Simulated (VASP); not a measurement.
Set up this calculation in VASP 6.6.1, as the native input.

| Property | Result |
| --- | --- |
| Task | single point |
| Functional | PBE |
| Potentials or basis | VASP PAW PBE potentials, release 64 (Co, O) |
| Cutoff | 520 eV |
| k mesh | 10 × 10 × 5 |
| Occupations | gaussian, width 0.05 eV |
| Spin | collinear spin, antiferromagnetic start |
| Starting moments | [3.0, -3.0, 0.0, 0.0] μB |
| Hubbard terms | Co d U = 3.3 eV |
| Dipole correction | no |
| Further INCAR settings | ALGO = Normal; EDIFF = 1e-06; NBANDS = 27 |

The structure of CoO lies in POSCAR:

```
CoO
1.0
    0.0000000000      2.1315016559      2.1315016559
    4.2630033118      2.1315016559      2.1315016559
    4.2630033118      4.2630033118      0.0000000000
Co O
2 2
Direct
    0.0000000000      0.0000000000      0.0000000000
    0.0000000000      0.0000000000      0.5000000000
    0.5000000000      0.5000000000      0.0000000000
    0.5000000000      0.5000000000      0.5000000000
```

One way to write it, as run:

INCAR

```
SYSTEM = CoO
ALGO = Normal
EDIFF = 1E-6
ENCUT = 520
GGA = PE
ISIF = 2
ISMEAR = 0
ISPIN = 2
LASPH = .TRUE.
LCHARG = .FALSE.
LDAU = .TRUE.
LDAUJ = 0 0
LDAUL = 2 -1
LDAUPRINT = 1
LDAUTYPE = 2
LDAUU = 3.3 0
LMAXMIX = 4
LORBIT = 11
LREAL = .FALSE.
LWAVE = .FALSE.
MAGMOM = 3 -3 0 0
NBANDS = 27
NELM = 150
PREC = Accurate
SIGMA = 0.05
```

KPOINTS

```
k-points
0
G
  10 10 5
  0 0 0
```

Potentials or basis: VASP PAW PBE potentials, release 64 (Co, O).

The run is started by

```console
$ cat potpaw_PBE.64/Co/POTCAR potpaw_PBE.64/O/POTCAR > POTCAR
$ mpirun -np 1 vasp_std > vasp.out
```

It gave:

* Pressure: 4.6 GPa
* Band gap on the k mesh: 0.10 eV
* Net moment: 0.00 μB per cell
* Site moments: Co +2.75, -2.75; O -0.12, +0.12 μB
* Valence electrons inside the program's atomic spheres: Co 7.80; O 5.01

Wall time 3.3 min on 1 thread of AMD EPYC 7R13 (shared host), peak memory 0.3 GiB.
